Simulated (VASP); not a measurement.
TiSi, 8 atoms in the cell. The structure is orthorhombic, space group Pnma (No. 62). Conventional cell: a = 6.452 Å, b = 3.622 Å, c = 5.398 Å, α = 90.00°, β = 90.00°, γ = 90.00°. Ti (site symmetry m) has 7 Si at 2.56 to 2.92 Å and 6 Ti at 3.22 to 3.39 Å within 3.4 Å. Within 3.3 Å of Si (site symmetry m) lie 2 Si at 2.47 Å and 7 Ti at 2.56 to 2.92 Å.  This cell differs from its parent crystal: strain +0.0875 x Voigt [0, 0, 1, 0, 0, 0].

```yaml
Program: VASP 6.6.1
Task: single point
Functional: PBEsol
Potentials_or_basis: VASP PAW PBE potentials, release 64 (Ti_sv, Si)
Cutoff: 520 eV
k_mesh: 6 × 12 × 8
Occupations: gaussian, width 0.15 eV
Spin: no spin polarisation
Dipole_correction: no
Further_INCAR_settings: ALGO = Normal; EDIFF = 1e-06; NBANDS = 42
```

Potentials or basis: VASP PAW PBE potentials, release 64 (Ti_sv, Si).

Run with:

```sh
$ cat potpaw_PBE.64/Ti_sv/POTCAR potpaw_PBE.64/Si/POTCAR > POTCAR
$ mpirun -np 1 vasp_std > vasp.out
```

Hardware: 1 thread of Oxide Virtual Turin-like Processor, with other jobs on the host.

Question: Estimate the wall time of this run.

Answer: It took 10 min on 1 thread of Oxide Virtual Turin-like Processor (shared host), peak memory 0.58 GiB. Counts: scf iterations 14, k points 140.
